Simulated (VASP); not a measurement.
The system is Sn2TeO2.

```xyz
10
Lattice="7.5970 0.0000 0.0000 0.0000 7.5970 0.0000 0.0000 0.0000 3.8285" Properties=species:S:1:pos:R:3 pbc="T T T"
Sn    5.1008    1.3024    1.9142
Sn    2.4961    6.2946    1.9142
Sn    1.3024    2.4961    1.9142
Sn    6.2946    5.1008    1.9142
Te    3.7985    3.7985    0.0000
Te    0.0000    0.0000    0.0000
O     0.9152    4.7137    0.0000
O     6.6818    2.8833    0.0000
O     4.7137    6.6818    0.0000
O     2.8833    0.9152    0.0000
```

The cell was generated, and may not be a known phase.

```yaml
Program: VASP 6.6.1
Task: relaxation of cell and atoms
Functional: PBE
Potentials_or_basis: VASP PAW PBE potentials, release 64 (Sn_d, Te, O)
Cutoff: 600 eV
k_mesh: 2 × 2 × 4
Occupations: gaussian, width 0.1 eV
Spin: no spin polarisation
```

At the start: pressure -9.4 GPa; volume 22.10 Å³/atom.

**Question.** How do energy, volume and symmetry change on relaxing?

**Answer.** Over 10 steps the energy falls by 260.4 meV/atom and the volume is 18.09 Å³/atom (-18.1 %); space group P4/mbm (No. 127, to 0.1 Å) before and after.

The path:
```tsv
step	energy change (eV)	largest force (eV/Å)	pressure (GPa)	volume (Å³)
1	0.0000	0.9549	-9.39	220.96
2	-1.6237	0.9576	-0.11	182.08
3	-1.6358	0.9425	1.17	179.08
4	-2.0062	0.5941	1.02	177.97
5	-2.5328	0.1089	3.33	173.97
6	-2.5110	0.0576	-3.04	188.61
7	-2.6007	0.0434	0.08	180.56
8	-2.6007	0.0447	0.13	180.43
9	-2.6043	0.0407	0.01	180.77
10	-2.6045	0.0387	-0.03	180.88
```

Final structure:
```yaml
crystal:
  lattice:
    - [7.43871, 0.00000, 0.00000]
    - [0.00000, 7.43871, 0.00000]
    - [0.00000, 0.00000, 3.26884]
  atoms:
    - { symbol: Sn, position: [0.65659, 0.15659, 0.50000] }
    - { symbol: Sn, position: [0.34341, 0.84341, 0.50000] }
    - { symbol: Sn, position: [0.15659, 0.34341, 0.50000] }
    - { symbol: Sn, position: [0.84341, 0.65659, 0.50000] }
    - { symbol: Te, position: [0.50000, 0.50000, 0.00000] }
    - { symbol: Te, position: [0.00000, 0.00000, 0.00000] }
    - { symbol: O, position: [0.14668, 0.64668, 0.00000] }
    - { symbol: O, position: [0.85332, 0.35332, 0.00000] }
    - { symbol: O, position: [0.64668, 0.85332, 0.00000] }
    - { symbol: O, position: [0.35332, 0.14668, 0.00000] }
```

Caveat: the k points lie up to 0.48 Å⁻¹ apart in the final cell; the volume moved by over 15 % at a fixed basis, so the end points are rough.
